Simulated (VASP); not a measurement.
Write the native input for VASP 6.6.1 that does the following.

```
Task                   : single point
Functional             : PBE
Dispersion             : D3(BJ)
Potentials or basis    : VASP PAW PBE potentials, release 64 (Zn, O, H)
Cutoff                 : 520 eV
k mesh                 : 3 × 3 × 1
Occupations            : gaussian, width 0.05 eV
Spin                   : no spin polarisation
Dipole correction      : yes
Further INCAR settings : LREAL = Auto; ALGO = Normal; EDIFF = 1e-06; NBANDS = 137
```

The structure of Zn6H2O7 lies in POSCAR:

```
Zn6H2O7
1.0
    6.5094894540      0.0000000000      0.0000000000
    0.0000000000      5.2564237872      0.0000000000
    0.0000000000      0.0000000000     27.2966105972
Zn O H
12 14 4
Direct
    0.5000000000      0.9983827816      0.2930766797
    0.0000000000      0.9983827816      0.2930766797
    0.7500000000      0.4983827816      0.3274972122
    0.2500000000      0.4983827816      0.3274972122
    0.7500000000      0.9983827816      0.3963382772
    0.2500000000      0.9983827816      0.3963382772
    0.0000000000      0.4983827816      0.4307588097
    0.5000000000      0.4983827816      0.4307588097
    0.0122595130      0.9960398480      0.4989977495
    0.4896744427      0.9964818945      0.4997974892
    0.2477339220      0.4884338135      0.5347482353
    0.7510296022      0.5134214825      0.5370211301
    0.5000000000      0.6195172184      0.2930766797
    0.0000000000      0.6195172184      0.2930766797
    0.7500000000      0.1195172184      0.3274972122
    0.2500000000      0.1195172184      0.3274972122
    0.7500000000      0.6195172184      0.3963382772
    0.2500000000      0.6195172184      0.3963382772
    0.0000000000      0.1195172184      0.4307588097
    0.5000000000      0.1195172184      0.4307588097
   -0.0015440029      0.6188284252      0.4988894634
    0.4997434115      0.6174704878      0.5007502491
    0.2502757966      0.1212001042      0.5354940858
    0.7507962455      0.1272690191      0.5338276045
    0.2092203385      0.7219395489      0.5943053919
    0.8004600761      0.7285702274      0.5941287808
    0.0559769046      0.7205343147      0.6008209277
    0.7102331683      0.6996984879      0.6218480974
    0.2324251313     -0.1058712744      0.5783497191
    0.7587088525      0.0180349056      0.5640735250
```

One way to write it, as run:

INCAR

```
ALGO = Normal
DIPOL = 0.5 0.5 0.449
EDIFF = 1E-6
ENCUT = 520
GGA = PE
IDIPOL = 3
ISIF = 2
ISMEAR = 0
IVDW = 12
LASPH = True
LCHARG = False
LDIPOL = True
LREAL = Auto
LWAVE = False
NBANDS = 137
NELM = 100
PREC = Accurate
SIGMA = 0.05
```

KPOINTS

```
k-points
0
Gamma
  3 3 1
```

Potentials or basis: VASP PAW PBE potentials, release 64 (Zn, O, H).

The run is started by

```bash
$ cat potpaw_PBE.64/Zn/POTCAR potpaw_PBE.64/O/POTCAR potpaw_PBE.64/H/POTCAR > POTCAR
$ mpirun -np 1 vasp_std > vasp.out
```

Results of the run:

```
Largest force              : 1.733 eV/Å
Band gap on the k mesh     : 0.69 eV
Dispersion energy per atom : -0.148 eV
```

Caveat: semilocal functionals underestimate gaps, and a narrow one can read as zero.

Wall time 32 min on 1 thread of Oxide Virtual Turin-like Processor, with other jobs on the host, peak memory 0.98 GiB.
